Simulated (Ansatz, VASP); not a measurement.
In2BAs3: VASP beside Ansatz

```
In B As
1.0
     5.46447    0.00000    0.00000
    -2.73223    4.73237    0.00000
     0.00000    0.00000    7.49010
In B As
2 1 3
Direct
  0.00000 0.00000 0.79701
  0.00000 0.00000 0.20299
  0.00000 0.00000 0.50000
  0.50000 0.00000 0.00000
  0.00000 0.50000 0.00000
  0.50000 0.50000 0.00000
```

Alike in both runs: functional PBE; k mesh 6 × 6 × 4; occupations gaussian, width 0.1 eV; no spin polarisation.

Ansatz relaxed the structure, and its values are those at the end. VASP's run is a single point on that final structure, the one shown.

```csv
,VASP,Ansatz
version,VASP 6.6.1,Ansatz 0.2.0
potentials or method,"VASP PAW PBE potentials, release 64 (In_d, B, As), cutoff 520 eV","scalar-relativistic, plane waves, PAW"
valence electrons in the cell,44,74
```

|  | VASP | Ansatz | Ansatz less VASP |
| --- | --- | --- | --- |
| gap on the k mesh at the Fermi level (eV) | none | none | - |
| pressure (GPa) | 0.2 | 0.1 | -0.02 |
| rms of the force components (eV/Å) | 0.004 | 0.000 | -0.0038 |

A gap of «none» marks a metal or a gap that the smearing closes. VASP's potentials hold 44 valence electrons a cell and Ansatz's 74, so a difference there can come from the potentials and not from the codes.
